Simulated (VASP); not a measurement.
# PbO2 (P4_2/mnm) in VASP: notebook

PbO2 is run at these levels: PBEsol; tasks: relaxation of cell and atoms, single point.

Everything below comes from runs of VASP 6.6.1. Logs are shortened: lines on timing, memory, paths and dates and some standing lists are left out, and cuts for length are marked.

**1. The cell of the first run**

Symmetry: P4_2/mnm, No. 136, tetragonal system. The conventional cell has a = 4.995 Å, b = 4.995 Å, c = 3.409 Å, α = 90.00°, β = 90.00°, γ = 90.00°. Within 2.9 Å of Pb (site symmetry mmm) lie 6 O at 2.17 to 2.18 Å. Within 2.9 Å of O (site symmetry m2m) lie 3 Pb at 2.17 to 2.18 Å and 1 O at 2.72 Å.

**2. Relaxation of cell and atoms, PBEsol, target pressure 2 GPa, at which the enthalpy is minimised**

INCAR reads:

```
SYSTEM = PbO2
PREC     = Accurate       ! precision mode
ENCUT    = 600            ! plane-wave cutoff, eV
EDIFF    = 1E-6           ! SCF threshold, eV
ISMEAR   = -1             ! smearing method
SIGMA    = 0.05           ! smearing width, eV
LREAL    = .False.        ! projectors in reciprocal space
LASPH    = .True.         ! aspherical terms in the spheres
NELM     = 60             ! most SCF steps
ALGO     = Normal         ! electronic algorithm
ISIF     = 3              ! what is computed and relaxed
LWAVE    = .False.        ! write WAVECAR
LCHARG   = .False.        ! write CHGCAR
GGA      = PS             ! functional
IBRION   = 2              ! ionic algorithm
NSW      = 60             ! ionic steps
EDIFFG   = -0.01          ! ionic threshold
PSTRESS  = 20.0
```

KPOINTS reads:

```
regular mesh
0
Gamma
  5 5 6
  0 0 0
```

POSCAR reads:

```
PbO2
1.0
    4.9949598700      0.0000000000      0.0000000000
    0.0000000000      4.9949598700      0.0000000000
    0.0000000000      0.0000000000      3.4090009600
Pb O
2 4
Direct
    0.5000000000      0.5000000000      0.5000000000
    0.0000000000      0.0000000000      0.0000000000
    0.6925710400      0.6925710400      0.0000000000
    0.8074289600      0.1925710400      0.5000000000
    0.1925710400      0.8074289600      0.5000000000
    0.3074289600      0.3074289600      0.0000000000
```

Potentials or basis: VASP PAW PBE potentials, release 64 (Pb_d, O).

On the command line:

```console
$ cat potpaw_PBE.64/Pb_d/POTCAR potpaw_PBE.64/O/POTCAR > POTCAR
$ mpirun -np 1 vasp_std > vasp.out
```

OUTCAR:

```text
SYSTEM = PbO2
   PREC = Accurate
   ENCUT = 600
   EDIFF = 1E-6
   ISMEAR = -1
   LREAL = .False.
   LASPH = .True.
   NELM = 60
   ISIF = 3
   GGA = PS
   IBRION = 2
   NSW = 60
   EDIFFG = -0.01
   PSTRESS = 20.0

 ion  position               nearest neighbor table
   1  0.500  0.500  0.500-   4 2.17   5 2.17   3 2.18   6 2.18   3 2.18   6 2.18   2 3.92   2 3.92
                             2 3.92   2 3.92   2 3.92   2 3.92   2 3.92   2 3.92
   2  0.000  0.000  0.000-   3 2.17   6 2.17   5 2.18   4 2.18   4 2.18   5 2.18   1 3.92   1 3.92
                             1 3.92   1 3.92   1 3.92   1 3.92   1 3.92   1 3.92
   3  0.693  0.693  0.000-   2 2.17   1 2.18   1 2.18
   4  0.807  0.193  0.500-   1 2.17   2 2.18   2 2.18
   5  0.193  0.807  0.500-   1 2.17   2 2.18   2 2.18
   6  0.307  0.307  0.000-   2 2.17   1 2.18   1 2.18

  LATTYP: Found a simple tetragonal cell.
 ALAT       =     4.9949598700
 C/A-ratio  =     0.6824881578

  Lattice vectors:

 A1 = (   4.9949598700,   0.0000000000,   0.0000000000)
 A2 = (   0.0000000000,   4.9949598700,   0.0000000000)
 A3 = (   0.0000000000,   0.0000000000,   3.4090009600)

Analysis of symmetry for initial positions (statically):
=====================================================================
 Subroutine PRICEL returns:
 Original cell was already a primitive cell.

 Routine SETGRP: Setting up the symmetry group for a
 simple tetragonal supercell.

 Subroutine GETGRP returns: Found 16 space group operations
 (whereof  8 operations were pure point group operations)
 out of a pool of 16 trial point group operations.

The static configuration has the point symmetry D_2h.
 The point group associated with its full space group is D_4h.

Analysis of symmetry for dynamics (positions and initial velocities):
=====================================================================
 Subroutine PRICEL returns:
 Original cell was already a primitive cell.

 Routine SETGRP: Setting up the symmetry group for a
 simple tetragonal supercell.

 Subroutine GETGRP returns: Found 16 space group operations
 (whereof  8 operations were pure point group operations)
 out of a pool of 16 trial point group operations.

The dynamic configuration has the point symmetry D_2h.
 The point group associated with its full space group is D_4h.

 Subroutine INISYM returns: Found 16 space group operations
 (whereof  8 operations are pure point group operations),
 and found     1 'primitive' translations

----------------------------------------------------------------------------------------

                                     Primitive cell
[... 87 lines left out ...]
   NGXF,Y,Z  is equivalent  to a cutoff of  26.63, 26.63, 27.31 a.u.
 SYSTEM =  PbO2
   PREC   = accura    normal or accurate (medium, high low for compatibility)
   ISTART =      0    job   : 0-new  1-cont  2-samecut
   ICHARG =      2    charge: 1-file 2-atom 10-const
   ISPIN  =      1    spin polarized calculation?
   LNONCOLLINEAR =      F non collinear calculations
   LSORBIT =      F    spin-orbit coupling
   LASPH  =      T    aspherical Exc in radial PAW
   ENCUT  =  600.0 eV  44.10 Ry    6.64 a.u.   9.98  9.98  6.81*2*pi/ulx,y,z
   NELM   =     60;   NELMIN=  2; NELMDL= -5     # of ELM steps
   EDIFF  = 0.1E-05   stopping-criterion for ELM
   LREAL  =      F    real-space projection
   EDIFFG = -.1E-01   stopping-criterion for IOM
   NSW    =     60    number of steps for IOM
   IBRION =      2    ionic relax: 0-MD 1-quasi-New 2-CG
   NFREE  =      1    steps in history (QN), initial steepest desc. (CG)
   ISIF   =      3    stress and relaxation
   ISYM   =      2    0-nonsym 1-usesym 2-fastsym
   POTIM  = 0.5000    time-step for ionic-motion
   TEBEG  =    0.0;   TEEND  =   0.0 temperature during run
   PSTRESS=   20.0 pullay stress
   NELECT =      52.0000    total number of electrons
   NUPDOWN=      -1.0000    fix difference up-down
   EMIN   =  10.00;   EMAX   =-10.00  energy-range for DOS
   EFERMI =   0.00;   METHOD = LEGACY
   ISMEAR =    -1;   SIGMA  =   0.05  broadening in eV -4-tet -1-fermi 0-gaus
   EFERMI_NEDOS =   21; number of points for ismear=-14 and -15
   IALGO  =     38    algorithm
   IMIX   =      4    mixing-type and parameters
     AMIX     =   0.40;   BMIX     =  1.00
     AMIX_MAG =   1.60;   BMIX_MAG =  1.00
  volume/ion in A,a.u.               =      14.18        95.66
  Fermi-wavevector in a.u.,A,eV,Ry     =   1.389458  2.625696 26.267337  1.930595
  Thomas-Fermi vector in A             =   2.513487
   LORBIT       =      0    0 simple, 1 ext, 2 COOP (PROOUT), +10 PAW based schemes
   GGA     = PS    functional components
   LHFCALC =     F    Hartree Fock is set to
   AEXX    =    0.0000 exact exchange contribution
   IVDW    =     0    specifies the selected vdW correction
   LEPSILON=     F    determine dielectric tensor
   LRPA    =     F    only Hartree local field effects (RPA)
 conjugate gradient relaxation of ions
 non-spin polarized calculation
  energy-cutoff  :      600.00
  volume of cell :       85.05
 maximum number of plane-waves:      2858
 NGX is ok and might be reduce to    40
   NGX = 19   NGY = 19   NGZ = 13

--------------------------------------- Ionic step        1  -------------------------------------------

 number of electron      52.0000009 magnetization

 Free energy of the ion-electron system (eV)
  ---------------------------------------------------
  ext. energy  EPLUGINS =         0.00000000
  ---------------------------------------------------
  free energy    TOTEN  =       -34.07708357 eV

  energy without entropy =      -34.07444532  energy(sigma->0) =      -34.07576445

------------------------ aborting loop because EDIFF is reached ----------------------------------------

  FORCE on cell =-STRESS in cart. coord.  units (eV):
  Direction    XX          YY          ZZ          XY          YZ          ZX
  --------------------------------------------------------------------------------------
  -------------------------------------------------------------------------------------
  Total        0.1391650      0.1391650      0.2429716      0.0000000      0.0000000      0.0000000
  in kB        2.6214978      2.6214978      4.5769380      0.0000000      0.0000000      0.0000000
  external PRESSURE =     -16.7266888 kB  Pullay stress =      20.0000000 kB
[... 239 lines left out ...]
--------------------------------------- Ionic step        7  -------------------------------------------

 number of electron      52.0000007 magnetization

 Free energy of the ion-electron system (eV)
  ---------------------------------------------------
  ext. energy  EPLUGINS =         0.00000000
  ---------------------------------------------------
  free energy    TOTEN  =       -34.06942846 eV

  energy without entropy =      -34.06715089  energy(sigma->0) =      -34.06828968

 E-fermi :   4.2692     XC(G=0): -10.9494

 val. band max:        4.1226896895   @ k =   0.2000   0.0000   0.0000
 cond. band min:       4.2845826157   @ k =   0.0000   0.0000   0.0000
 fundamental gap:      0.1618929262
 Fermi energy:         4.2692207222

 k-point     1 :       0.0000    0.0000    0.0000
  band No.  band energies     occupation
      1     -14.0914      2.00000
      2     -13.9559      2.00000
      3     -12.2530      2.00000
      4     -12.2530      2.00000
      5     -11.3136      2.00000
      6     -11.0972      2.00000
[... 842 lines left out ...]
  energy  without entropy=      -34.0671508915  energy(sigma->0) =      -34.06828968

  enthalpy is  TOTEN    =       -33.0214345588 eV   P V=        1.0479939000

 reached required accuracy - stopping structural energy minimisation
```

OSZICAR:

```text
N       E                     dE             d eps       ncg     rms          rms(c)
DAV:   1     0.723790108827E+03    0.72379E+03   -0.28312E+04  1495   0.226E+03
DAV:   2     0.655075423405E+02   -0.65828E+03   -0.63564E+03  1621   0.585E+02
DAV:   3    -0.346141095598E+02   -0.10012E+03   -0.97628E+02  1945   0.241E+02
[... 54 lines left out ...]
DAV:   1    -0.340694592858E+02   -0.14961E-03   -0.22210E-02  1504   0.105E+00    0.578E-02
DAV:   2    -0.340694542799E+02    0.50060E-05   -0.58191E-04  2237   0.224E-01    0.335E-02
DAV:   3    -0.340694298275E+02    0.24452E-04   -0.23689E-05  2326   0.579E-02    0.824E-03
DAV:   4    -0.340694284037E+02    0.14238E-05   -0.39293E-06  1728   0.202E-02    0.135E-03
DAV:   5    -0.340694284588E+02   -0.55051E-07   -0.92003E-07   933   0.933E-03
   7 F= -.33021435E+02 E0= -.33020296E+02  d E =-.578679E-04
```

CONTCAR:

```text
PbO2
   1.00000000000000
     4.9613120236983823    0.0000000000000000    0.0000000000000000
     0.0000000000000000    4.9613120236983823    0.0000000000000000
     0.0000000000000000    0.0000000000000000    3.4107215009746463
  Pb              O
     2     4
Direct
     0.5000000000000000    0.5000000000000000    0.5000000000000000
     0.0000000000000000    1.0000000000000000    0.0000000000000000
     0.6926884274331079    0.6926884274331079    0.0000000000000000
     0.8073115725668921    0.1926884274331079    0.5000000000000000
     0.1926884274331079    0.8073115725668921    0.5000000000000000
     0.3073115725668921    0.3073115725668921    0.0000000000000000

  0.00000000E+00  0.00000000E+00  0.00000000E+00
  0.00000000E+00  0.00000000E+00  0.00000000E+00
  0.00000000E+00  0.00000000E+00  0.00000000E+00
  0.00000000E+00  0.00000000E+00  0.00000000E+00
  0.00000000E+00  0.00000000E+00  0.00000000E+00
  0.00000000E+00  0.00000000E+00  0.00000000E+00
```

It took 8 min on 1 thread of AMD EPYC 7R13, shared host; peak memory 0.22 GiB.

Results:

| Quantity | Value |
| --- | --- |
| Free energy | -34.0694 eV |
| Relaxed volume | 13.99 Å³/atom |
| Relaxed cell | a = 4.961 Å, b = 4.961 Å, c = 3.411 Å, α = 90.00°, β = 90.00°, γ = 90.00° |
| Space group after relaxing (to 0.05 Å) | P4_2/mnm (No. 136) |
| Energy change on relaxing (the enthalpy is what falls) | +1.3 meV/atom |
| Ionic steps | 7 |
| Pressure after relaxing | 2.0 GPa |
| Largest force after relaxing | 0.005 eV/Å |
| Band gap on the k mesh | 0.16 eV, indirect (least direct gap 0.36 eV) |

Forces in eV/Å, atoms in the order of the input:
```
Pb   0.000  0.000  0.000
Pb   0.000  0.000  0.000
O   -0.004 -0.004  0.000
O    0.004 -0.004  0.000
O   -0.004  0.004  0.000
O    0.004  0.004  0.000
```

The path:
```tsv
step	energy change (eV)	largest force (eV/Å)	pressure (GPa)	volume (Å³)
1	0.0000	0.0100	0.33	85.05
2	0.0213	0.0498	3.55	83.24
3	0.0070	0.0215	2.01	84.08
4	0.0071	0.0033	2.01	84.02
5	0.0076	0.0146	2.01	83.96
6	0.0078	0.0195	2.01	83.95
7	0.0077	0.0054	2.00	83.95
```

Final structure:
```cif
data_structure
_symmetry_space_group_name_H-M 'P 1'
_symmetry_Int_Tables_number 1
_cell_length_a 4.9613
_cell_length_b 4.9613
_cell_length_c 3.4107
_cell_angle_alpha 90.000
_cell_angle_beta 90.000
_cell_angle_gamma 90.000
_cell_volume 83.95
loop_
_atom_site_label
_atom_site_type_symbol
_atom_site_fract_x
_atom_site_fract_y
_atom_site_fract_z
_atom_site_occupancy
Pb1 Pb 0.50000 0.50000 0.50000 1
Pb2 Pb 0.00000 0.00000 0.00000 1
O1 O 0.69269 0.69269 0.00000 1
O2 O 0.80731 0.19269 0.50000 1
O3 O 0.19269 0.80731 0.50000 1
O4 O 0.30731 0.30731 0.00000 1
```

Caveat: the cell is relaxed towards a set pressure, so the enthalpy falls and the energy may rise; the PAW data sets were made with another functional, which shifts forces and pressure a little; spin-orbit coupling is left out, which moves the levels of the heavy elements. A k mesh can miss the band edges.

**3. Single point, PBEsol**

INCAR reads:

```
PREC = Accurate
ENCUT = 520
EDIFF = 1E-6
ISMEAR = -1
SIGMA = 0.05
LREAL = F
LASPH = T
NELM = 80
ALGO = Normal
ISIF = 2
LWAVE = F
LCHARG = F
GGA = PS
NBANDS = 35
```

KPOINTS reads:

```
Automatic mesh
0
Gamma
  6 6 8
```

POSCAR is that of step 2.

Potentials or basis: VASP PAW PBE potentials, release 64 (Pb_d, O).

On the command line:

```console
$ cat potpaw_PBE.64/Pb_d/POTCAR potpaw_PBE.64/O/POTCAR > POTCAR
$ mpirun -np 1 vasp_std > vasp.out
```

OUTCAR:

```text
PREC = Accurate
   ENCUT = 520
   EDIFF = 1E-6
   ISMEAR = -1
   LREAL = F
   LASPH = T
   NELM = 80
   ISIF = 2
   GGA = PS

 ion  position               nearest neighbor table
   1  0.500  0.500  0.500-   4 2.17   5 2.17   3 2.18   6 2.18   3 2.18   6 2.18   2 3.92   2 3.92
                             2 3.92   2 3.92   2 3.92   2 3.92   2 3.92   2 3.92
   2  0.000  0.000  0.000-   3 2.17   6 2.17   5 2.18   4 2.18   4 2.18   5 2.18   1 3.92   1 3.92
                             1 3.92   1 3.92   1 3.92   1 3.92   1 3.92   1 3.92
   3  0.693  0.693  0.000-   2 2.17   1 2.18   1 2.18
   4  0.807  0.193  0.500-   1 2.17   2 2.18   2 2.18
   5  0.193  0.807  0.500-   1 2.17   2 2.18   2 2.18
   6  0.307  0.307  0.000-   2 2.17   1 2.18   1 2.18

  LATTYP: Found a simple tetragonal cell.
 ALAT       =     4.9949598700
 C/A-ratio  =     0.6824881578

  Lattice vectors:

 A1 = (   4.9949598700,   0.0000000000,   0.0000000000)
 A2 = (   0.0000000000,   4.9949598700,   0.0000000000)
 A3 = (   0.0000000000,   0.0000000000,   3.4090009600)

[... 185 lines left out ...]

 val. band max:        4.0466757250   @ k =   0.0000   0.0000   0.1250
 cond. band min:       4.1117755671   @ k =   0.1667   0.0000   0.0000
 fundamental gap:      0.0650998421
 Fermi energy:         4.1067505230

 k-point     1 :       0.0000    0.0000    0.0000
  band No.  band energies     occupation
      1     -14.1576      2.00000
      2     -14.0383      2.00000
      3     -12.3658      2.00000
      4     -12.3658      2.00000
      5     -11.4402      2.00000
      6     -11.2386      2.00000
[... 901 lines left out ...]
     34      15.3088      0.00000
     35      16.1272      0.00000

 [... further k-points ...]

------------------------ aborting loop because EDIFF is reached ----------------------------------------

  FORCE on cell =-STRESS in cart. coord.  units (eV):
  Direction    XX          YY          ZZ          XY          YZ          ZX
  --------------------------------------------------------------------------------------
  -------------------------------------------------------------------------------------
  Total        0.2185282      0.2185282      0.3192164      0.0000000      0.0000000      0.0000000
  in kB        4.1164897      4.1164897      6.0131869      0.0000000      0.0000000      0.0000000
  external PRESSURE =       4.7487221 kB  Pullay stress =       0.0000000 kB

 VOLUME and BASIS-vectors are now :
 -----------------------------------------------------------------------------
  energy-cutoff  :      520.00
  volume of cell :       85.05
      direct lattice vectors                 reciprocal lattice vectors
     4.994959870  0.000000000  0.000000000     0.200201809  0.000000000  0.000000000
     0.000000000  4.994959870  0.000000000     0.000000000  0.200201809  0.000000000
     0.000000000  0.000000000  3.409000960     0.000000000  0.000000000  0.293341073

 POSITION                                       TOTAL-FORCE (eV/Angst)
 -----------------------------------------------------------------------------------
      2.49748      2.49748      1.70450         0.000000     -0.000000      0.000000
      0.00000      0.00000      0.00000         0.000000     -0.000000      0.000000
      3.45936      3.45936      0.00000        -0.004566     -0.004566      0.000000
      4.03308      0.96188      1.70450         0.004566     -0.004566      0.000000
      0.96188      4.03308      1.70450        -0.004566      0.004566      0.000000
      1.53560      1.53560      0.00000         0.004566      0.004566     -0.000000
 -----------------------------------------------------------------------------------
    total drift:                               -0.000000      0.000000      0.000000

  FREE ENERGIE OF THE ION-ELECTRON SYSTEM (eV)
  ---------------------------------------------------
  free  energy   TOTEN  =       -34.0673927618 eV

  energy  without entropy=      -34.0632683591  energy(sigma->0) =      -34.06533056
```

Wall time 1.7 min (1 thread of Intel Xeon Platinum 8375C at 2.90GHz (Ice Lake), shared host); peak memory 0.27 GiB.

What came out:

```yaml
Free_energy: -34.0674 eV
Pressure: 0.5 GPa
Largest_force: 0.006 eV/Å
Band_gap_on_the_k_mesh: 0.07 eV, indirect (least direct gap 0.11 eV)
```

Forces in eV/Å, atoms in the order of the input:
```
Pb   0.000  0.000  0.000
Pb   0.000  0.000  0.000
O   -0.005 -0.005  0.000
O    0.005 -0.005  0.000
O   -0.005  0.005  0.000
O    0.005  0.005  0.000
```

Levels at points of the mesh, in eV from the valence-band top:
| k point | band 24 | band 25 | band 26 | band 27 | band 28 | band 29 |
| --- | --- | --- | --- | --- | --- | --- |
| (0.00, 0.00, 0.00) | -0.60 | -0.59 | -0.59 | 0.10 | 4.19 | 5.74 |
| (0.50, 0.00, 0.00) | -0.64 | -0.37 | -0.37 | 2.38 | 2.38 | 6.36 |
| (0.50, 0.50, 0.00) | -0.66 | -0.47 | -0.47 | 2.78 | 2.78 | 6.65 |
| (0.00, 0.00, 0.50) | -1.11 | -0.77 | -0.77 | 3.70 | 3.70 | 8.75 |
| (0.50, 0.00, 0.50) | -0.77 | -0.20 | -0.20 | 4.01 | 4.01 | 7.19 |
| (0.50, 0.50, 0.50) | -0.66 | -0.51 | -0.51 | 2.76 | 2.76 | 8.19 |

Caveat: the PAW data sets were made with another functional, which shifts forces and pressure a little; spin-orbit coupling is left out, which moves the levels of the heavy elements. A k mesh can miss the band edges.
